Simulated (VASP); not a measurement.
## ZnO: single point with PBE

The system is ZnO.

```xyz
4
Lattice="2.9634 0.0000 0.0000 -1.4817 2.5664 0.0000 0.0000 0.0000 5.0861" Properties=species:S:1:pos:R:3 pbc="T T T"
Zn    0.0000    0.0000    0.0000
Zn    0.0000    0.0000    2.5431
O     0.0000    1.7109    1.2715
O     1.4817    0.8555    3.8146
```

This cell differs from its parent crystal: volume changed by -6%.

* Program: VASP 6.6.1
* Task: single point
* Functional: PBE
* Potentials or basis: VASP PAW PBE potentials, release 64 (Zn, O)
* Cutoff: 520 eV
* k mesh: 9 × 9 × 4
* Occupations: gaussian, width 0.01 eV
* Spin: no spin polarisation

```json
{
 "Pressure": "12.5 GPa",
 "Band gap on the k mesh": "0.82 eV, direct"
}
```

Stress tensor (GPa, compression positive):
```
11.89  0.00  0.00
 0.00 11.89  0.00
 0.00  0.00 13.74
```

Levels at points of the mesh, in eV from the valence-band top:
```tsv
k point	band 14	band 15	band 16	band 17	band 18	band 19	band 20	band 21	band 22	band 23
(0.00, 0.00, 0.00)	-1.68	-1.30	-1.30	0.00	0.00	0.82	5.65	8.84	14.10	14.10
(0.00, 0.00, 0.50)	-3.78	-0.55	-0.55	-0.55	-0.55	3.91	3.91	11.15	11.15	15.18
```

Run time: 22 s on 1 thread of AMD EPYC 9R45 96-Core Processor (Zen 5), on a shared host, peak memory 0.14 GiB.
